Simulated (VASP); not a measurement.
Crystal: AgCl.

```
Ag Cl
1.0
     3.39559    0.00000    0.00000
     0.00000    3.39559    0.00000
     0.00000    0.00000    3.39559
Ag Cl
1 1
Direct
  0.00000 0.00000 0.00000
  0.50000 0.50000 0.50000
```

Program: VASP 6.6.1. Alike in all runs: task single point; no spin polarisation; cell as given; cutoff (eV) 520; smearing gaussian 0.01 eV.

Question: Order these runs on this cell by their pressure, lowest first.
A. level PBE; potentials or basis VASP PAW PBE potentials, release 64 (Ag, Cl); k mesh 10 × 10 × 10
B. level r2SCAN; potentials or basis VASP PAW PBE potentials, release 64 (Ag, Cl); k mesh 8 × 8 × 8
C. level LDA; potentials or basis VASP PAW LDA potentials, release 64 (Ag, Cl); k mesh 8 × 8 × 8

Answer: C (-6.3 GPa), B (-0.1 GPa), A (1.5 GPa).

Caveats: the PAW data sets were made with another functional, which shifts forces and pressure a little (some runs).
